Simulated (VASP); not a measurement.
Wanted: the native input for a VASP 6.6.1 run.

| Item | Value |
| --- | --- |
| Task | single point |
| Functional | r2SCAN |
| Potentials or basis | VASP PAW PBE potentials, release 64 (Mg, O) |
| Cutoff | 660 eV |
| k mesh | 10 × 10 × 10 |
| Occupations | gaussian, width 0.02 eV |
| Spin | no spin polarisation |
| Dipole correction | no |
| Further INCAR settings | ALGO = Normal; EDIFF = 1e-06; NBANDS = 11 |

MgO:

```
Mg O
1.0
     0.00000    2.08505    2.08505
     2.08505    0.00000    2.08505
     2.08505    2.08505    0.00000
Mg O
1 1
Direct
  0.00000 0.00000 0.00000
  0.50000 0.50000 0.50000
```

These files were run (other wordings do the same):

POSCAR

```
MgO
1.0
    0.0000000000      2.0850485406      2.0850485406
    2.0850485406      0.0000000000      2.0850485406
    2.0850485406      2.0850485406      0.0000000000
Mg O
1 1
Direct
    0.0000000000      0.0000000000      0.0000000000
    0.5000000000      0.5000000000      0.5000000000
```

INCAR.step1

```
PREC = Accurate
ENCUT = 660
ISMEAR = 0
SIGMA = 0.02
LREAL = False
LASPH = True
NELM = 120
NBANDS = 11
GGA = PE
ALGO = Normal
EDIFF = 1E-5
LWAVE = True
LCHARG = False
GGA_COMPAT = False
```

INCAR.step2

```
PREC = Accurate
ENCUT = 660
EDIFF = 1E-6
ISMEAR = 0
SIGMA = 0.02
LREAL = False
LASPH = True
NELM = 120
ALGO = Normal
ISIF = 2
LWAVE = False
LCHARG = False
METAGGA = R2SCAN
LMIXTAU = True
NBANDS = 11
ISTART = 1
GGA_COMPAT = False
```

KPOINTS

```
Automatic mesh
0
Gamma
  10 10 10
```

Potentials or basis: VASP PAW PBE potentials, release 64 (Mg, O).

Command:

```bash
$ cat potpaw_PBE.64/Mg/POTCAR potpaw_PBE.64/O/POTCAR > POTCAR
$ cp INCAR.step1 INCAR
$ mpirun -np 1 vasp_std > vasp.out
$ cp INCAR.step2 INCAR
$ mpirun -np 1 vasp_std > vasp.out
```

It gave:

```json
{
  "Pressure": "2.8 GPa",
  "Band gap on the k mesh": "5.92 eV"
}
```

Caveat: the PAW data sets were made with another functional, which shifts forces and pressure a little.

Wall time 78 s on 1 thread of Intel(R) Xeon(R) Platinum 8375C CPU @ 2.90GHz (Ice Lake) (shared host), peak memory 0.17 GiB.
